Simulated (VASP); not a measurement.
A run of VASP 6.6.1 is set up as follows.

Contents of INCAR:

```
PREC     = Accurate       # precision mode
ENCUT    = 520            # plane-wave cutoff, eV
EDIFF    = 1E-6           # SCF threshold, eV
ISMEAR   = 0              # smearing method
SIGMA    = 0.018000000000000002 # smearing width, eV
LREAL    = F              # projectors in reciprocal space
LASPH    = T              # aspherical terms in the spheres
NELM     = 100            # most SCF steps
ALGO     = Normal         # electronic algorithm
ISIF     = 2              # what is computed and relaxed
LWAVE    = F              # write WAVECAR
LCHARG   = F              # write CHGCAR
GGA      = PE             # functional
NBANDS   = 12             # bands
```

The input KPOINTS:

```
regular mesh
0
Gamma
  9 9 9
```

Contents of POSCAR:

```
LiCl
1.0
    0.0000000000      2.5647700000      2.5647700000
    2.5647700000      0.0000000000      2.5647700000
    2.5647700000      2.5647700000      0.0000000000
Cl Li
1 1
Direct
    0.5000000000      0.5000000000      0.5000000000
    0.0000000000      0.0000000000      0.0000000000
```

Potentials or basis: VASP PAW PBE potentials, release 64 (Cl, Li_sv).

Launch:

```console
$ cat potpaw_PBE.64/Cl/POTCAR potpaw_PBE.64/Li_sv/POTCAR > POTCAR
$ mpirun -np 1 vasp_std > vasp.out
```

Q: What does it give for the band gap on the k mesh?

A: 6.34 eV, direct.

 A k mesh can miss the band edges.
